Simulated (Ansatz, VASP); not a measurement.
## Te2Mo in VASP and in Ansatz

The input INCAR:

```
ALGO     = Normal         # electronic algorithm
EDIFF    = 1E-7           # SCF threshold, eV
ENCUT    = 520            # plane-wave cutoff, eV
ISIF     = 2              # what is computed and relaxed
ISMEAR   = -1             # smearing method
LASPH    = True           # aspherical terms in the spheres
LCHARG   = True           # write CHGCAR
LELF     = True           # ELF
LREAL    = False          # projectors in reciprocal space
LVHAR    = True         
LWAVE    = False          # write WAVECAR
NBANDS   = 35             # bands
NELM     = 80             # most SCF steps
PREC     = Accurate       # precision mode
SIGMA    = 0.2            # smearing width, eV
```

Contents of KPOINTS:

```
k-points
0
Gamma
  6 10 1
```

Contents of POSCAR:

```
Te2Mo
1.0
    6.3616090156      0.0000000000      0.0000000000
    0.0000000000      3.4804030600      0.0000000000
   -0.0857412231      0.0000000000     36.1758904685
Te Mo
4 2
Direct
    0.0791521300      0.7500000000      0.4434726800
    0.9208478700      0.2500000000      0.5565273200
    0.5707489000      0.2500000000      0.4592964200
    0.4292511000      0.7500000000      0.5407035800
    0.8186524400      0.7500000000      0.5025346300
    0.1813475600      0.2500000000      0.4974653700
```

Input for Ansatz:

```yaml
crystal:
  lattice:
    - [6.3616090156, 0.0, 0.0]
    - [0.0, 3.48040306, 0.0]
    - [-0.0857412231, 0.0, 36.1758904685]
  atoms:
    - { symbol: Te, position: [0.07915213, 0.75, 0.44347268] }
    - { symbol: Te, position: [0.92084787, 0.25, 0.55652732] }
    - { symbol: Te, position: [0.5707489, 0.25, 0.45929642] }
    - { symbol: Te, position: [0.4292511, 0.75, 0.54070358] }
    - { symbol: Mo, position: [0.81865244, 0.75, 0.50253463] }
    - { symbol: Mo, position: [0.18134756, 0.25, 0.49746537] }
basis:
  ecutwfc: 420
kpoints:
  mp_grid: { grid: [6, 10, 1] }
hamiltonian:
  xc: lda
scf:
  occupations: { method: fermi_dirac, width: 0.2 }
  n_extra_bands: 12
output:
  forces: true
  stress: true
  eigenvalues: true
```

Alike in both runs: task single point; functional LDA; k mesh 6 × 10 × 1; occupations fermi-dirac, width 0.2 eV; no spin polarisation.

|  | VASP | Ansatz |
| --- | --- | --- |
| version | VASP 6.6.1 | Ansatz 0.2.0 |
| potentials or method | VASP PAW LDA potentials, release 64 (Te, Mo_sv), cutoff 520 eV | scalar-relativistic, plane waves, PAW |
| valence electrons in the cell | 52 | 92 |

VASP gave:

| Item | Value |
| --- | --- |
| gap on the k mesh at the Fermi level (eV) | none |
| rms of the force components (eV/Å) | 0.188 |

Task: What did Ansatz give for the same quantities?

Result: gap on the k mesh at the Fermi level (eV): none; rms of the force components (eV/Å): 0.207.

LDA's correlation is that of Perdew and Zunger in VASP and of Perdew and Wang (1992) in Ansatz. Atom by atom the forces differ by 0.020 eV/Å (rms over components). A gap of «none» marks a metal or a gap that the smearing closes. VASP's potentials hold 52 valence electrons a cell and Ansatz's 92, so a difference there can come from the potentials and not from the codes.

Spin-orbit coupling is off throughout.
